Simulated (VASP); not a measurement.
# TlCl (Pm-3m) in VASP: further runs, part 2 of 2

VASP 6.6.1. Earlier steps stand in the parts before.

### 3 Single point, PBE

Contents of INCAR:

```
ALGO = Normal
EDIFF = 1E-6
ENCUT = 500
GGA = PE
GGA_COMPAT = False
ISIF = 2
ISMEAR = 0
LASPH = True
LCHARG = True
LELF = True
LREAL = False
LVHAR = True
LWAVE = False
NBANDS = 17
NELM = 120
PREC = Accurate
SIGMA = 0.01
```

Contents of KPOINTS:

```
k-points
0
Gamma
  4 4 4
```

Contents of POSCAR:

```
TlCl
1.0
    3.8388256317      0.0000000000      0.0000000000
    0.0000000000      3.8388256317      0.0000000000
    0.0000000000      0.0000000000      3.8388256317
Tl Cl
1 1
Direct
    0.0000000000      0.0000000000      0.0000000000
    0.5000000000      0.5000000000      0.5000000000
```

Potentials or basis: VASP PAW PBE potentials, release 64 (Tl_d, Cl).

Run with:

```console
> cat potpaw_PBE.64/Tl_d/POTCAR potpaw_PBE.64/Cl/POTCAR > POTCAR
> mpirun -np 1 vasp_std > vasp.out
```

OUTCAR:

```text
EDIFF = 1E-6
   ENCUT = 500
   GGA = PE
   ISIF = 2
   ISMEAR = 0
   LASPH = True
   LREAL = False
   NELM = 120
   PREC = Accurate

 ion  position               nearest neighbor table
   1  0.000  0.000  0.000-   2 3.32   2 3.32   2 3.32   2 3.32   2 3.32   2 3.32   2 3.32   2 3.32

   2  0.500  0.500  0.500-   1 3.32   1 3.32   1 3.32   1 3.32   1 3.32   1 3.32   1 3.32   1 3.32

  LATTYP: Found a simple cubic cell.
 ALAT       =     3.8388256317

  Lattice vectors:

 A1 = (   3.8388256317,   0.0000000000,   0.0000000000)
 A2 = (   0.0000000000,   3.8388256317,   0.0000000000)
 A3 = (   0.0000000000,   0.0000000000,   3.8388256317)

Analysis of symmetry for initial positions (statically):
=====================================================================
 Subroutine PRICEL returns:
 Original cell was already a primitive cell.

 Routine SETGRP: Setting up the symmetry group for a
 simple cubic supercell.

 Subroutine GETGRP returns: Found 48 space group operations
 (whereof 48 operations were pure point group operations)
 out of a pool of 48 trial point group operations.

The static configuration has the point symmetry O_h .

Analysis of symmetry for dynamics (positions and initial velocities):
=====================================================================
 Subroutine PRICEL returns:
 Original cell was already a primitive cell.

 Routine SETGRP: Setting up the symmetry group for a
 simple cubic supercell.

 Subroutine GETGRP returns: Found 48 space group operations
 (whereof 48 operations were pure point group operations)
 out of a pool of 48 trial point group operations.

The dynamic configuration has the point symmetry O_h .

 Subroutine INISYM returns: Found 48 space group operations
 (whereof 48 operations are pure point group operations),
 and found     1 'primitive' translations

[... 95 lines left out ...]
   EFERMI_NEDOS =   21; number of points for ismear=-14 and -15
   IALGO  =     38    algorithm
   IMIX   =      4    mixing-type and parameters
     AMIX     =   0.40;   BMIX     =  1.00
     AMIX_MAG =   1.60;   BMIX_MAG =  1.00
  volume/ion in A,a.u.               =      28.29       190.88
  Fermi-wavevector in a.u.,A,eV,Ry     =   1.157586  2.187520 18.231867  1.340004
  Thomas-Fermi vector in A             =   2.294196
   LORBIT       =      0    0 simple, 1 ext, 2 COOP (PROOUT), +10 PAW based schemes
   GGA     = PE    functional components
   LHFCALC =     F    Hartree Fock is set to
   AEXX    =    0.0000 exact exchange contribution
   IVDW    =     0    specifies the selected vdW correction
   LEPSILON=     F    determine dielectric tensor
   LRPA    =     F    only Hartree local field effects (RPA)
 non-spin polarized calculation
 Gauss-broadening in eV      SIGMA  =   0.01
  energy-cutoff  :      500.00
  volume of cell :       56.57
 maximum number of plane-waves:      1472
 NGX is ok and might be reduce to    28
   NGX = 13   NGY = 13   NGZ = 13

 number of electron      19.9999993 magnetization

 Free energy of the ion-electron system (eV)
  ---------------------------------------------------
  ext. energy  EPLUGINS =         0.00000000
  ---------------------------------------------------
  free energy    TOTEN  =        -5.99907243 eV

  energy without entropy =       -5.99907243  energy(sigma->0) =       -5.99907243

 E-fermi :   2.7634     XC(G=0):  -9.1182

 val. band max:        2.6803900498   @ k =   0.5000   0.0000   0.0000
 cond. band min:       4.7675125169   @ k =   0.5000   0.0000   0.0000
 fundamental gap:      2.0871224670
 Fermi energy:         2.7633563846

 k-point     1 :       0.0000    0.0000    0.0000
  band No.  band energies     occupation
      1     -11.0740      2.00000
      2      -7.2560      2.00000
      3      -7.2560      2.00000
      4      -7.0134      2.00000
      5      -7.0134      2.00000
      6      -7.0134      2.00000
[... 177 lines left out ...]
      4      -7.1926      2.00000
      5      -6.9446      2.00000
      6      -6.9446      2.00000
[... 9 lines left out ...]
     16      15.5103      0.00000
     17      19.7042      0.00000

------------------------ aborting loop because EDIFF is reached ----------------------------------------

  FORCE on cell =-STRESS in cart. coord.  units (eV):
  Direction    XX          YY          ZZ          XY          YZ          ZX
  --------------------------------------------------------------------------------------
  -------------------------------------------------------------------------------------
  Total        0.4249730      0.4249730      0.4249730      0.0000000      0.0000000     -0.0000000
  in kB       12.0358488     12.0358488     12.0358488      0.0000000      0.0000000     -0.0000000
  external PRESSURE =      12.0358488 kB  Pullay stress =       0.0000000 kB

 VOLUME and BASIS-vectors are now :
 -----------------------------------------------------------------------------
  energy-cutoff  :      500.00
  volume of cell :       56.57
      direct lattice vectors                 reciprocal lattice vectors
     3.838825632  0.000000000  0.000000000     0.260496333  0.000000000  0.000000000
     0.000000000  3.838825632  0.000000000     0.000000000  0.260496333  0.000000000
     0.000000000  0.000000000  3.838825632     0.000000000  0.000000000  0.260496333

 POSITION                                       TOTAL-FORCE (eV/Angst)
 -----------------------------------------------------------------------------------
      0.00000      0.00000      0.00000         0.000000      0.000000      0.000000
      1.91941      1.91941      1.91941         0.000000      0.000000      0.000000
 -----------------------------------------------------------------------------------
    total drift:                               -0.000000      0.000000      0.000000

  FREE ENERGIE OF THE ION-ELECTRON SYSTEM (eV)
  ---------------------------------------------------
  free  energy   TOTEN  =        -5.9990724261 eV

  energy  without entropy=       -5.9990724261  energy(sigma->0) =       -5.99907243
```

OSZICAR:

```text
N       E                     dE             d eps       ncg     rms          rms(c)
DAV:   1     0.983373308718E+02    0.98337E+02   -0.98301E+03   356   0.101E+03
DAV:   2    -0.295018395028E+01   -0.10129E+03   -0.97319E+02   454   0.227E+02
DAV:   3    -0.638846373040E+01   -0.34383E+01   -0.34294E+01   376   0.379E+01
DAV:   4    -0.641363560908E+01   -0.25172E-01   -0.25169E-01   460   0.375E+00
DAV:   5    -0.641398120177E+01   -0.34559E-03   -0.34559E-03   404   0.416E-01    0.320E+00
DAV:   6    -0.602911211080E+01    0.38487E+00   -0.66275E-01   389   0.421E+00    0.207E+00
DAV:   7    -0.600034899875E+01    0.28763E-01   -0.12334E-01   371   0.164E+00    0.128E+00
DAV:   8    -0.599931202289E+01    0.10370E-02   -0.20740E-02   359   0.947E-01    0.276E-01
DAV:   9    -0.599888407854E+01    0.42794E-03   -0.15387E-03   417   0.198E-01    0.127E-01
DAV:  10    -0.599908424725E+01   -0.20017E-03   -0.60481E-04   350   0.123E-01    0.538E-02
DAV:  11    -0.599907227952E+01    0.11968E-04   -0.43970E-05   411   0.388E-02    0.143E-02
DAV:  12    -0.599907242609E+01   -0.14658E-06   -0.36251E-06   355   0.106E-02
   1 F= -.59990724E+01 E0= -.59990724E+01  d E =-.337353E-33
```

Run time: 8.2 s. Hardware: 1 thread of Intel Xeon Platinum 8259CL at 2.50GHz (Skylake/Cascade Lake), shared host; peak memory 0.15 GiB.

What came out:

* Free energy: -5.9991 eV
* Pressure: 1.2 GPa
* Band gap on the k mesh: 2.09 eV, direct

Levels at points of the mesh, in eV from the valence-band top:
| k point | band 8 | band 9 | band 10 | band 11 | band 12 | band 13 |
| --- | --- | --- | --- | --- | --- | --- |
| (0.00, 0.00, 0.00) | -1.51 | -1.51 | -1.51 | 7.80 | 7.80 | 7.80 |
| (0.50, 0.00, 0.00) | -1.08 | -1.08 | 0.00 | 2.09 | 6.57 | 6.57 |
| (0.50, 0.50, 0.00) | -2.96 | -2.96 | -1.04 | 4.88 | 4.88 | 8.44 |
| (0.50, 0.50, 0.50) | -2.00 | -2.00 | -2.00 | 2.55 | 2.55 | 2.55 |

Caveat: spin-orbit coupling is left out, which moves the levels of the heavy elements.

### 4 Single point, LDA

Contents of INCAR:

```
  PREC = Accurate
  ENCUT = 500
  EDIFF = 1E-6
  ISMEAR = 0
  SIGMA = 0.01
  LREAL = False
  LASPH = True
  NELM = 120
  ALGO = Normal
  ISIF = 2
  LWAVE = False
  LCHARG = False
  GGA = CA
  NBANDS = 17
  GGA_COMPAT = False
```

Contents of KPOINTS:

```
regular mesh
0
Gamma
  4 4 4
```

POSCAR is that of step 3.

Potentials or basis: VASP PAW LDA potentials, release 64 (Tl_d, Cl).

Run with:

```console
> cat potpaw_LDA.64/Tl_d/POTCAR potpaw_LDA.64/Cl/POTCAR > POTCAR
> mpirun -np 1 vasp_std > vasp.out
```

OUTCAR:

```text
PREC = Accurate
   ENCUT = 500
   EDIFF = 1E-6
   ISMEAR = 0
   LREAL = False
   LASPH = True
   NELM = 120
   ISIF = 2
   GGA = CA

 ion  position               nearest neighbor table
   1  0.000  0.000  0.000-   2 3.32   2 3.32   2 3.32   2 3.32   2 3.32   2 3.32   2 3.32   2 3.32

   2  0.500  0.500  0.500-   1 3.32   1 3.32   1 3.32   1 3.32   1 3.32   1 3.32   1 3.32   1 3.32

  LATTYP: Found a simple cubic cell.
 ALAT       =     3.8388256317

  Lattice vectors:

[... 371 lines left out ...]
------------------------ aborting loop because EDIFF is reached ----------------------------------------

  FORCE on cell =-STRESS in cart. coord.  units (eV):
  Direction    XX          YY          ZZ          XY          YZ          ZX
  --------------------------------------------------------------------------------------
  -------------------------------------------------------------------------------------
  Total       -1.1077474     -1.1077474     -1.1077474      0.0000000      0.0000000      0.0000000
  in kB      -31.3730078    -31.3730078    -31.3730078      0.0000000      0.0000000      0.0000000
  external PRESSURE =     -31.3730078 kB  Pullay stress =       0.0000000 kB

 VOLUME and BASIS-vectors are now :
 -----------------------------------------------------------------------------
  energy-cutoff  :      500.00
  volume of cell :       56.57
      direct lattice vectors                 reciprocal lattice vectors
     3.838825632  0.000000000  0.000000000     0.260496333  0.000000000  0.000000000
     0.000000000  3.838825632  0.000000000     0.000000000  0.260496333  0.000000000
     0.000000000  0.000000000  3.838825632     0.000000000  0.000000000  0.260496333

 POSITION                                       TOTAL-FORCE (eV/Angst)
 -----------------------------------------------------------------------------------
      0.00000      0.00000      0.00000         0.000000      0.000000      0.000000
      1.91941      1.91941      1.91941         0.000000      0.000000      0.000000
 -----------------------------------------------------------------------------------
    total drift:                               -0.000000      0.000000      0.000000

  FREE ENERGIE OF THE ION-ELECTRON SYSTEM (eV)
  ---------------------------------------------------
  free  energy   TOTEN  =        -6.9304010577 eV

  energy  without entropy=       -6.9304010577  energy(sigma->0) =       -6.93040106
```

It took 6 s on 1 thread of Intel Xeon Platinum 8259CL at 2.50GHz (Skylake/Cascade Lake), shared host; peak memory 0.14 GiB.

Results:

```yaml
Free_energy: -6.9304 eV
Pressure: -3.1 GPa
Band_gap_on_the_k_mesh: 1.85 eV, direct
```

Caveat: spin-orbit coupling is left out, which moves the levels of the heavy elements. As with any semilocal functional, this LDA gap is likely too small.
